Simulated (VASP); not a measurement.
# Zn (R-3m) in VASP: notebook

The runs below take Zn through electric field gradients, with r2SCAN.

Everything below comes from runs of VASP 6.6.1. Logs are shortened: lines on timing, memory, paths and dates and some standing lists are left out, and cuts for length are marked.

## Step 1: The cell of the first run

It takes space group R-3m (No. 166, trigonal). The conventional cell has a = 3.770 Å, b = 3.770 Å, c = 9.234 Å, α = 90.00°, β = 90.00°, γ = 120.00°. Within 2.7 Å of Zn (site symmetry 3m) lie 4 Zn at 2.03 to 2.42 Å.

## Step 2: Electric field gradients, r2SCAN (shortest bond scaled by 0.88)

File POSCAR:

```
Zn
1.0
    0.0000000000      2.6657071200      2.6657071200
    2.6657071200      0.0000000000      2.6657071200
    2.6657071200      2.6657071200      0.0000000000
Zn
2
Direct
   -0.1700000000     -0.1100000000     -0.1100000000
    0.1700000000      0.1100000000      0.1100000000
```

File INCAR.step1:

```
SYSTEM = Zn
ALGO = Normal ; EDIFF = 1E-4
ENCUT = 520 ; GGA = PE
ISMEAR = -1 ; LASPH = .True.
LCHARG = .False. ; LREAL = .False.
LWAVE = .True. ; NBANDS = 19
NELM = 100 ; PREC = Accurate
SIGMA = 0.05
```

File INCAR.step2:

```
SYSTEM = Zn
ALGO = Normal ; EDIFF = 1E-8
ENCUT = 520 ; ISIF = 2
ISMEAR = -1 ; ISTART = 1
LASPH = .True. ; LCHARG = .False.
LEFG = .True. ; LMIXTAU = .True.
LREAL = .False. ; LWAVE = .False.
METAGGA = R2SCAN ; NBANDS = 19
NELM = 100 ; PREC = Accurate
SIGMA = 0.05
```

File KPOINTS:

```
k-points
0
Gamma
  10 10 10
  0 0 0
```

Potentials or basis: VASP PAW PBE potentials, release 64 (Zn).

On the command line:

```sh
$ cat potpaw_PBE.64/Zn/POTCAR > POTCAR
$ cp INCAR.step1 INCAR
$ mpirun -np 1 vasp_std > vasp.out
$ cp INCAR.step2 INCAR
$ mpirun -np 1 vasp_std > vasp.out
```

OUTCAR:

```text
SYSTEM = Zn
   EDIFF = 1E-8
   ENCUT = 520
   ISIF = 2
   ISMEAR = -1
   ISTART = 1
   LASPH = .True.
   LREAL = .False.
   METAGGA = R2SCAN
   NELM = 100
   PREC = Accurate

 ion  position               nearest neighbor table
   1  0.830  0.890  0.890-   2 2.03   2 2.42   2 2.42   2 2.42
   2  0.170  0.110  0.110-   1 2.03   1 2.42   1 2.42   1 2.42

  LATTYP: Found a face centered cubic cell.
 ALAT       =     5.3314142400

  Lattice vectors:

 A1 = (   0.0000000000,   2.6657071200,   2.6657071200)
 A2 = (   2.6657071200,   0.0000000000,   2.6657071200)
 A3 = (   2.6657071200,   2.6657071200,   0.0000000000)

Analysis of symmetry for initial positions (statically):
=====================================================================
 Subroutine PRICEL returns:
 Original cell was already a primitive cell.

 Routine SETGRP: Setting up the symmetry group for a
 face centered cubic supercell.

 Subroutine GETGRP returns: Found 12 space group operations
 (whereof  4 operations were pure point group operations)
 out of a pool of 48 trial point group operations.

The static configuration has the point symmetry C_2h.
 The point group associated with its full space group is D_3d.

Analysis of symmetry for dynamics (positions and initial velocities):
=====================================================================
 Subroutine PRICEL returns:
 Original cell was already a primitive cell.

 Routine SETGRP: Setting up the symmetry group for a
 face centered cubic supercell.

 Subroutine GETGRP returns: Found 12 space group operations
 (whereof  4 operations were pure point group operations)
 out of a pool of 48 trial point group operations.

The dynamic configuration has the point symmetry C_2h.
 The point group associated with its full space group is D_3d.

 Subroutine INISYM returns: Found 12 space group operations
 (whereof  4 operations are pure point group operations),
 and found     1 'primitive' translations

----------------------------------------------------------------------------------------

                                     Primitive cell

  volume of cell :      37.8850

  direct lattice vectors                    reciprocal lattice vectors
     0.000000000  2.665707120  2.665707120    -0.187567492  0.187567492  0.187567492
     2.665707120  0.000000000  2.665707120     0.187567492 -0.187567492  0.187567492
     2.665707120  2.665707120  0.000000000     0.187567492  0.187567492 -0.187567492

  length of vectors
     3.769879162  3.769879162  3.769879162     0.324876427  0.324876427  0.324876427

  position of ions in fractional coordinates (direct lattice)
     0.830000000  0.890000000  0.890000000
     0.170000000  0.110000000  0.110000000

  ion indices of the primitive-cell ions
   primitive index   ion index
                 1           1
                 2           2

----------------------------------------------------------------------------------------

 KPOINTS: k-points

Automatic generation of k-mesh.
 Grid dimensions read from file:
 generate k-points for:   10   10   10

 Generating k-lattice:

  Cartesian coordinates                     Fractional coordinates (reciprocal lattice)
    -0.018756749  0.018756749  0.018756749     0.100000000  0.000000000  0.000000000
     0.018756749 -0.018756749  0.018756749     0.000000000  0.100000000  0.000000000
     0.018756749  0.018756749 -0.018756749     0.000000000  0.000000000  0.100000000

  Length of vectors
     0.032487643  0.032487643  0.032487643

  Shift w.r.t. Gamma in fractional coordinates (k-lattice)
     0.000000000  0.000000000  0.000000000

 Subroutine IBZKPT returns following result:
 ===========================================

 Found    116 irreducible k-points:

 Following reciprocal coordinates:
            Coordinates               Weight
  0.000000  0.000000  0.000000      1.000000
  0.100000  0.000000  0.000000      2.000000
  0.000000  0.100000  0.000000      6.000000
  0.200000  0.000000  0.000000      2.000000
  0.000000  0.200000  0.000000      6.000000
  0.300000  0.000000  0.000000      2.000000
[... 16 lines left out ...]
  0.000000  0.500000  0.100000     12.000000
  0.100000  0.000000  0.500000      6.000000
 [... further k-points ...]
   k-points           NKPTS =    116   k-points in BZ     NKDIM =    116   number of bands    NBANDS=     19
   number of dos      NEDOS =    301   number of ions     NIONS =      2
   total plane-waves  NPLWV =  21952
   dimension x,y,z NGX =    28 NGY =   28 NGZ =   28
   dimension x,y,z NGXF=    56 NGYF=   56 NGZF=   56
   ions per type =               2
   NGX,Y,Z   is equivalent  to a cutoff of  12.35, 12.35, 12.35 a.u.
   NGXF,Y,Z  is equivalent  to a cutoff of  24.70, 24.70, 24.70 a.u.
 SYSTEM =  Zn
   PREC   = accura    normal or accurate (medium, high low for compatibility)
   ISTART =      1    job   : 0-new  1-cont  2-samecut
   ICHARG =      0    charge: 1-file 2-atom 10-const
   ISPIN  =      1    spin polarized calculation?
   LNONCOLLINEAR =      F non collinear calculations
   LSORBIT =      F    spin-orbit coupling
   LASPH  =      T    aspherical Exc in radial PAW
   ENCUT  =  520.0 eV  38.22 Ry    6.18 a.u.   7.01  7.01  7.01*2*pi/ulx,y,z
   NELM   =    100;   NELMIN=  2; NELMDL=  0     # of ELM steps
   EDIFF  = 0.1E-07   stopping-criterion for ELM
   LREAL  =      F    real-space projection
   EDIFFG = 0.1E-06   stopping-criterion for IOM
   NSW    =      0    number of steps for IOM
   IBRION =     -1    ionic relax: 0-MD 1-quasi-New 2-CG
   NFREE  =      0    steps in history (QN), initial steepest desc. (CG)
   ISIF   =      2    stress and relaxation
   ISYM   =      2    0-nonsym 1-usesym 2-fastsym
   POTIM  = 0.5000    time-step for ionic-motion
   TEBEG  =    0.0;   TEEND  =   0.0 temperature during run
   PSTRESS=    0.0 pullay stress
   NELECT =      24.0000    total number of electrons
   NUPDOWN=      -1.0000    fix difference up-down
   EMIN   =  10.00;   EMAX   =-10.00  energy-range for DOS
   EFERMI =   0.00;   METHOD = LEGACY
   ISMEAR =    -1;   SIGMA  =   0.05  broadening in eV -4-tet -1-fermi 0-gaus
   EFERMI_NEDOS =   21; number of points for ismear=-14 and -15
   IALGO  =     38    algorithm
   IMIX   =      4    mixing-type and parameters
     AMIX     =   0.40;   BMIX     =  1.00
     AMIX_MAG =   1.60;   BMIX_MAG =  1.00
  volume/ion in A,a.u.               =      18.94       127.83
  Fermi-wavevector in a.u.,A,eV,Ry     =   1.406013  2.656980 26.897002  1.976874
  Thomas-Fermi vector in A             =   2.528417
   LORBIT       =      0    0 simple, 1 ext, 2 COOP (PROOUT), +10 PAW based schemes
   METAGGA = R2SCAN    functional components
   LHFCALC =     F    Hartree Fock is set to
   AEXX    =    0.0000 exact exchange contribution
   IVDW    =     0    specifies the selected vdW correction
   LEPSILON=     F    determine dielectric tensor
   LRPA    =     F    only Hartree local field effects (RPA)
 non-spin polarized calculation
  energy-cutoff  :      520.00
  volume of cell :       37.88
 maximum number of plane-waves:      1034
   NGX = 13   NGY = 13   NGZ = 13

 number of electron      24.0000005 magnetization

 Free energy of the ion-electron system (eV)
  ---------------------------------------------------
  ext. energy  EPLUGINS =         0.00000000
  ---------------------------------------------------
  free energy    TOTEN  =       -16.00986735 eV

  energy without entropy =      -16.00423991  energy(sigma->0) =      -16.00705363

 E-fermi :   1.3276     XC(G=0): -10.9721

 val. band max:        1.2683393596   @ k =  -0.3000   0.5000   0.2000
 cond. band min:       1.3399889491   @ k =   0.3000   0.1000  -0.4000
 fundamental gap:      0.0716495895
 Fermi energy:         1.3275721571

 k-point     1 :       0.0000    0.0000    0.0000
  band No.  band energies     occupation
      1      -8.1438      2.00000
      2      -7.3077      2.00000
      3      -7.2214      2.00000
      4      -7.2213      2.00000
      5      -7.0518      2.00000
      6      -7.0518      2.00000
[... 11 lines left out ...]
     18      12.0140      0.00000
     19      12.8966      0.00000

 k-point     2 :       0.1000    0.0000    0.0000
  band No.  band energies     occupation
      1      -8.0217      2.00000
      2      -7.2969      2.00000
      3      -7.2939      2.00000
      4      -7.2938      2.00000
      5      -6.9462      2.00000
      6      -6.9462      2.00000
[... 11 lines left out ...]
     18      12.8335      0.00000
     19      13.8067      0.00000

 k-point     3 :       0.0000    0.1000    0.0000
  band No.  band energies     occupation
      1      -8.0550      2.00000
      2      -7.3012      2.00000
      3      -7.2258      2.00000
      4      -7.1841      2.00000
      5      -7.0333      2.00000
      6      -7.0166      2.00000
[... 11 lines left out ...]
     18      12.7090      0.00000
     19      13.8339      0.00000

 k-point     4 :       0.2000    0.0000    0.0000
  band No.  band energies     occupation
      1      -7.8034      2.00000
      2      -7.3696      2.00000
      3      -7.3695      2.00000
      4      -7.1228      2.00000
      5      -6.8006      2.00000
      6      -6.8006      2.00000
[... 11 lines left out ...]
     18      13.5065      0.00000
     19      14.0011      0.00000

 k-point     5 :       0.0000    0.2000    0.0000
  band No.  band energies     occupation
      1      -7.8896      2.00000
      2      -7.2620      2.00000
      3      -7.2252      2.00000
      4      -7.0986      2.00000
      5      -7.0002      2.00000
      6      -6.8636      2.00000
[... 11 lines left out ...]
     18      13.2607      0.00000
     19      14.2392      0.00000
[... 334 lines left out ...]
      2      -7.2578      2.00000
      3      -7.1804      2.00000
      4      -6.9669      2.00000
      5      -6.9385      2.00000
      6      -6.6706      2.00000
[... 11 lines left out ...]
     18      13.3019      0.00000
     19      14.7527      0.00000

 k-point    22 :       0.5000    0.1000    0.0000
  band No.  band energies     occupation
      1      -7.8170      2.00000
      2      -7.3907      2.00000
      3      -7.3803      2.00000
      4      -6.8759      2.00000
      5      -6.8555      2.00000
      6      -6.3495      2.00000
[... 11 lines left out ...]
     18      13.3416      0.00000
     19      16.2031      0.00000

 k-point    23 :       0.0000    0.5000    0.1000
  band No.  band energies     occupation
      1      -7.7492      2.00000
      2      -7.3189      2.00000
      3      -7.1913      2.00000
      4      -6.9737      2.00000
      5      -6.7847      2.00000
      6      -6.7494      2.00000
[... 11 lines left out ...]
     18      13.0922      0.00000
     19      16.5003      0.00000

 k-point    24 :       0.1000    0.0000    0.5000
  band No.  band energies     occupation
      1      -7.7615      2.00000
      2      -7.3039      2.00000
      3      -7.2053      2.00000
      4      -6.9225      2.00000
      5      -6.8548      2.00000
      6      -6.7216      2.00000
[... 11 lines left out ...]
     18      13.3913      0.00000
     19      16.6314      0.00000

 [... further k-points ...]

------------------------ aborting loop because EDIFF is reached ----------------------------------------

  FORCE on cell =-STRESS in cart. coord.  units (eV):
  Direction    XX          YY          ZZ          XY          YZ          ZX
  --------------------------------------------------------------------------------------
  -------------------------------------------------------------------------------------
  Total        3.6937028      3.6937028      3.6937028     -2.8376144      2.8376144     -2.8376144
  in kB      156.2087072    156.2087072    156.2087072   -120.0042630    120.0042630   -120.0042630
  external PRESSURE =     156.2087072 kB  Pullay stress =       0.0000000 kB

 VOLUME and BASIS-vectors are now :
 -----------------------------------------------------------------------------
  energy-cutoff  :      520.00
  volume of cell :       37.88
      direct lattice vectors                 reciprocal lattice vectors
     0.000000000  2.665707120  2.665707120    -0.187567492  0.187567492  0.187567492
     2.665707120  0.000000000  2.665707120     0.187567492 -0.187567492  0.187567492
     2.665707120  2.665707120  0.000000000     0.187567492  0.187567492 -0.187567492

 POSITION                                       TOTAL-FORCE (eV/Angst)
 -----------------------------------------------------------------------------------
      4.74496      4.58502      4.58502        -2.173106      2.173106      2.173106
      0.58646      0.74640      0.74640         2.173106     -2.173106     -2.173106
 -----------------------------------------------------------------------------------
    total drift:                                0.000000      0.000000     -0.000000

  FREE ENERGIE OF THE ION-ELECTRON SYSTEM (eV)
  ---------------------------------------------------
  free  energy   TOTEN  =       -16.0098673527 eV

  energy  without entropy=      -16.0042399097  energy(sigma->0) =      -16.00705363

 Electric field gradients (V/A^2)
---------------------------------------------------------------------
 ion       V_xx      V_yy      V_zz      V_xy      V_xz      V_yz
---------------------------------------------------------------------
   1       0.002    -0.001    -0.001    22.085    22.085   -22.091
   2       0.002    -0.001    -0.001    22.085    22.085   -22.091
---------------------------------------------------------------------

 Electric field gradients after diagonalization (V/A^2)
 (convention: |V_zz| > |V_xx| > |V_yy|)
----------------------------------------------------------------------
 ion       V_xx      V_yy      V_zz     asymmetry (V_yy - V_xx)/ V_zz
----------------------------------------------------------------------
   1      22.090    22.085   -44.174       0.000
   2      22.090    22.085   -44.174       0.000
----------------------------------------------------------------------

           NMR quadrupolar parameters

 Cq : quadrupolar parameter    Cq=e*Q*V_zz/h
 eta: asymmetry parameters     (V_yy - V_xx)/ V_zz
 Q  : nuclear electric quadrupole moment in mb (millibarn)
----------------------------------------------------------------------
 ion       Cq(MHz)       eta       Q (mb)
----------------------------------------------------------------------
   1      -0.107       0.000       1.000
   2      -0.107       0.000       1.000
----------------------------------------------------------------------
```

It took 3.3 min on 1 thread of AMD EPYC 9R45 (Zen 5), shared host; peak memory 0.18 GiB.

Results:

```yaml
Free_energy: -16.0099 eV
Pressure: 15.6 GPa
Largest_force: 3.764 eV/Å
Band_gap_on_the_k_mesh: zero (bands 12 and 13 overlap by 7.01 eV)
Largest_electric_field_gradient_by_atom: Zn -44.2 V/Å²
```

Forces on the atoms (eV/Å):
```
Zn  -2.173  2.173  2.173
Zn   2.173 -2.173 -2.173
```

Stress tensor (GPa, compression positive):
```
 15.62 -12.00 -12.00
-12.00  15.62  12.00
-12.00  12.00  15.62
```

Electric field gradients, principal values (V/Å²):
```
atom   least  middle  greatest (by size)
1 Zn  22.085  22.090             -44.174
2 Zn  22.085  22.090             -44.174
```

Caveat: the cell differs from its parent crystal (shortest bond scaled by 0.88); the cell stands under pressure; without QUAD_EFG the Cq values of the log hold for a quadrupole moment of 1 mb, not for the nuclei; the PAW data sets were made with another functional, which shifts forces and pressure a little.

(Continued in part 2 of 3.)
